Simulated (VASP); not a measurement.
LiF:

```
F Li
1.0
     0.00000    2.01400    2.01400
     2.01400    0.00000    2.01400
     2.01400    2.01400    0.00000
F Li
1 1
Direct
  0.50000 0.50000 0.50000
  0.00000 0.00000 0.00000
```

- Program: VASP 6.6.1
- Task: relaxation of cell and atoms
- Functional: PBEsol
- Dispersion: D3(BJ)
- Potentials or basis: VASP PAW PBE potentials, release 64 (F, Li_sv)
- Cutoff: 600 eV
- k mesh: 11 × 11 × 11
- Occupations: fermi-dirac, width 0.05 eV
- Spin: no spin polarisation

At the start: pressure -4.4 GPa; volume 8.17 Å³/atom.

Task: How do energy, volume and symmetry change on relaxing?

Result: Over 4 steps the energy falls by 7.4 meV/atom and the volume is 7.67 Å³/atom (-6.2 %); space group Fm-3m (No. 225, to 0.1 Å) before and after.

The path:
```tsv
step	energy change (eV)	largest force (eV/Å)	pressure (GPa)	volume (Å³)
1	0.0000	0.0000	-4.44	16.34
2	-0.0113	0.0000	-2.30	15.81
3	-0.0148	0.0000	-0.38	15.41
4	-0.0149	0.0000	-0.01	15.33
```

Final structure:
```
F Li
1.0
     0.00000    1.97177    1.97177
     1.97177    0.00000    1.97177
     1.97177    1.97177    0.00000
F Li
1 1
Direct
  0.50000 0.50000 0.50000
  0.00000 0.00000 0.00000
```

Caveat: the cutoff is under 1.25 times the usual one of these potentials, so pressure, stress and relaxed cells hold a basis-set (Pulay) error; the PAW data sets were made with another functional, which shifts forces and pressure a little.
